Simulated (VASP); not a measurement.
## Nb: single point with PBE

The system is Nb.

```
Nb
1.0
     0.00000    2.08059    2.08059
     2.08059    0.00000    2.08059
     2.08059    2.08059    0.00000
Nb
1
Cartesian
  0.0000 0.0000 0.0000
```

```json
{"Program": "VASP 6.6.1", "Task": "single point", "Functional": "PBE", "Potentials or basis": "VASP PAW PBE potentials, release 64 (Nb_sv)", "Cutoff": "520 eV", "k mesh": "15 × 15 × 15", "Occupations": "fermi-dirac, width 0.0612256 eV", "Spin": "no spin polarisation", "Dipole correction": "no", "Further INCAR settings": "ALGO = Normal; EDIFF = 1e-07; NBANDS = 12"}
```

The pressure is 6.8 GPa.

Levels at points of the mesh, in eV from the Fermi level:
| k point | band 4 | band 5 | band 6 | band 7 | band 8 | band 9 |
| --- | --- | --- | --- | --- | --- | --- |
| (0.00, 0.00, 0.00) | -30.08 | -6.34 | 0.05 | 0.05 | 0.05 | 2.80 |

It took 12 s on 1 thread of Intel(R) Xeon(R) Platinum 8488C (Sapphire Rapids) (shared host), peak memory 0.15 GiB.
